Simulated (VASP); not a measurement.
**Sb: single point with r2SCAN**

Sb:

```xyz
1
Lattice="3.2864 0.0000 0.0000 0.0000 3.2864 0.0000 0.0000 0.0000 3.2864" Properties=species:S:1:pos:R:3 pbc="T T T"
Sb    0.0000    0.0000    0.0000
```

This cell differs from its parent crystal: strain +0.040 along x and y, +0.040 along z.

```yaml
Program: VASP 6.6.1
Task: single point
Functional: r2SCAN
Potentials_or_basis: VASP PAW PBE potentials, release 64 (Sb)
Cutoff: 520 eV
k_mesh: 16 × 16 × 16
Occupations: gaussian, width 0.15 eV
Spin: no spin polarisation
```

The pressure is -7.5 GPa and the band gap on the k mesh is zero (an odd number of electrons rules out a gap without spin polarisation).

Levels at points of the mesh, in eV from the Fermi level:
| k point | band 1 | band 2 | band 3 | band 4 | band 5 | band 6 | band 7 | band 8 |
| --- | --- | --- | --- | --- | --- | --- | --- | --- |
| (0.00, 0.00, 0.00) | -11.74 | 2.96 | 2.96 | 2.96 | 7.10 | 7.10 | 8.02 | 17.42 |
| (0.50, 0.00, 0.00) | -9.77 | -4.73 | 4.55 | 4.55 | 8.89 | 10.77 | 10.99 | 11.46 |
| (0.50, 0.50, 0.00) | -7.71 | -3.05 | -3.05 | 3.08 | 6.13 | 12.13 | 13.16 | 13.16 |
| (0.50, 0.50, 0.50) | -5.45 | -1.48 | -1.48 | -1.48 | 5.43 | 5.43 | 5.43 | 7.84 |

Run time: 2 min on 1 thread of Intel Xeon 8259CL, with other jobs on the host, peak memory 0.17 GiB.

Caveat: the cell differs from its parent crystal (strain +0.040 along x and y, +0.040 along z); the cell stands under tension; the PAW data sets were made with another functional, which shifts forces and pressure a little; spin-orbit coupling is left out, which moves the levels of the heavy elements.
